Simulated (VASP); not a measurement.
A run of VASP 6.6.1:

File POSCAR:

```
AlN
1.0
    1.5533326688     -2.6904511034      0.0000000000
    0.0000000000      0.0000000000     -4.9784048385
    9.4493886239      5.1567876298      0.4147011230
Al N
8 8
Direct
    0.4305833333      1.0677237644      0.8333333333
   -0.0069416667      1.0052487644      0.0833333333
    0.4722333333      1.0260737644      0.3333333333
   -0.0485916667      1.0468987644      0.5833333333
   -0.0763583333      0.5746654310      0.9166666667
    0.4861166667      0.5121904310      0.1666666667
   -0.0347083333      0.5330154310      0.4166666667
    0.4444666667      0.5538404310      0.6666666667
    0.4305833333      0.6861095690      0.8333333333
   -0.0069416667      0.6236345690      0.0833333333
    0.4722333333      0.6444595690      0.3333333333
   -0.0485916667      0.6652845690      0.5833333333
   -0.0763583333      0.1930512356      0.9166666667
    0.4861166667      0.1305762356      0.1666666667
   -0.0347083333      0.1514012356      0.4166666667
    0.4444666667      0.1722262356      0.6666666667
```

File INCAR.step1:

```
SYSTEM = AlN
PREC = Accurate
ENCUT = 520
ISMEAR = 0
SIGMA = 0.05
LREAL = Auto
LASPH = .TRUE.
NELM = 60
NBANDS = 46
GGA = PE
ALGO = Normal
EDIFF = 1E-4
LWAVE = .TRUE.
LCHARG = .FALSE.
```

File INCAR.step2:

```
SYSTEM = AlN
PREC = Accurate
ENCUT = 520
EDIFF = 1E-6
ISMEAR = 0
SIGMA = 0.05
LREAL = Auto
LASPH = .TRUE.
NELM = 60
ALGO = Normal
ISIF = 2
LWAVE = .FALSE.
LCHARG = .TRUE.
METAGGA = R2SCAN
LMIXTAU = .TRUE.
LELF = .TRUE.
LVHAR = .TRUE.
NBANDS = 46
ISTART = 1
```

File KPOINTS:

```
regular mesh
0
G
  7 5 2
  0 0 0
```

Potentials or basis: VASP PAW PBE potentials, release 64 (Al, N).

Command:

```console
$ cat potpaw_PBE.64/Al/POTCAR potpaw_PBE.64/N/POTCAR > POTCAR
$ cp INCAR.step1 INCAR
$ mpirun -np 1 vasp_std > vasp.out
$ cp INCAR.step2 INCAR
$ mpirun -np 1 vasp_std > vasp.out
```

Hardware: 1 thread of Intel(R) Xeon(R) 6975P-C (Granite Rapids) (shared host).

How long does it take, and how much memory?

Wall time 13 min on 1 thread of Intel(R) Xeon(R) 6975P-C (Granite Rapids), with other jobs on the host, peak memory 0.36 GiB. Counts: k points 36.
